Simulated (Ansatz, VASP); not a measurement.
Two plane-wave programs on Li5C

The input INCAR:

```
SYSTEM = Li5C
  PREC = Accurate
  ENCUT = 520
  EDIFF = 1E-6
  ISMEAR = 0
  SIGMA = 0.1
  LREAL = .False.
  LASPH = .True.
  NELM = 80
  ALGO = Normal
  ISIF = 2
  LWAVE = .False.
  LCHARG = .False.
  GGA = PE
  NBANDS = 18
```

File KPOINTS:

```
regular mesh
0
Gamma
  6 6 4
  0 0 0
```

File POSCAR:

```
Li5C
1.0
    4.9141947600      0.0000000000      0.0000000000
   -2.4570973800      4.2558175000      0.0000000000
    0.0000000000      0.0000000000      4.0005939800
Li C
5 1
Direct
    0.0000000000      0.0000000000      0.5000000000
    0.5311347300      0.4688652700      0.0000000000
    0.5311347300      0.0622694600      0.0000000000
    0.9377305400      0.4688652700      0.0000000000
    0.0000000000      0.0000000000      0.0000000000
    0.3333333300      0.6666666700      0.0000000000
```

Input for Ansatz:

```yaml
crystal:
  lattice:
    - [4.91419476, 0.0, 0.0]
    - [-2.45709738, 4.2558175, 0.0]
    - [0.0, 0.0, 4.00059398]
  atoms:
    - { symbol: Li, position: [0.0, 0.0, 0.5] }
    - { symbol: Li, position: [0.53113473, 0.46886527, 0.0] }
    - { symbol: Li, position: [0.53113473, 0.06226946, 0.0] }
    - { symbol: Li, position: [0.93773054, 0.46886527, 0.0] }
    - { symbol: Li, position: [0.0, 0.0, 0.0] }
    - { symbol: C, position: [0.33333333, 0.66666667, 0.0] }
basis:
  ecutwfc: 420
kpoints:
  mp_grid: { grid: [6, 6, 4] }
hamiltonian:
  xc: pbe
scf:
  occupations: { method: gaussian, width: 0.1 }
  lower_state_search: "off"
output:
  forces: true
  stress: true
  eigenvalues: true
```

Alike in both runs: task single point; functional PBE; k mesh 6 × 6 × 4; occupations gaussian, width 0.1 eV; no spin polarisation.

|  | VASP | Ansatz |
| --- | --- | --- |
| version | VASP 6.6.1 | Ansatz 0.2.0 |
| potentials or method | VASP PAW PBE potentials, release 64 (Li_sv, C), cutoff 520 eV | scalar-relativistic, plane waves, PAW |
| valence electrons in the cell | 19 | 19 |

VASP gave:

| Quantity | Value |
| --- | --- |
| gap on the k mesh at the Fermi level (eV) | none |
| rms of the force components (eV/Å) | 0.071 |

Estimate Ansatz's values.

gap on the k mesh at the Fermi level (eV): none; rms of the force components (eV/Å): 0.129.

Atom by atom the forces differ by 0.057 eV/Å (rms over components). A gap of «none» marks a metal or a gap that the smearing closes. With one functional, cell and mesh, what is left measures potentials, basis and numerics.

The k mesh is coarse, so the values compare programs but aren't converged. Noted on VASP's run: the cutoff is short for stress, so the pressure is rough.
